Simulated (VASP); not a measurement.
Na4Au, 10 atoms in the cell. The typed cell holds 10 atoms: a = 5.942 Å, b = 5.938 Å, c = 9.782 Å, α = 89.94°, β = 89.98°, γ = 114.53°. 

```yaml
Program: VASP 6.6.1
Task: single point
Functional: PBE
Potentials_or_basis: VASP PAW PBE potentials, release 64 (Na_pv, Au)
Cutoff: 520 eV
k_mesh: 4 × 4 × 2
Occupations: gaussian, width 0.1 eV
Spin: no spin polarisation
Dipole_correction: no
Further_INCAR_settings: ALGO = Fast; EDIFF = 1e-06; NBANDS = 50
```

Potentials or basis: VASP PAW PBE potentials, release 64 (Na_pv, Au).

Command:

```sh
$ cat potpaw_PBE.64/Na_pv/POTCAR potpaw_PBE.64/Au/POTCAR > POTCAR
$ mpirun -np 1 vasp_std > vasp.out
```

Hardware: 1 thread of AMD EPYC 9755 128-Core Processor (shared host).

Estimate the wall time of this run.

Wall time 8.5 min on 1 thread of AMD EPYC 9755 128-Core Processor (shared host), peak memory 0.52 GiB. Counts: scf iterations 14, k points 20.
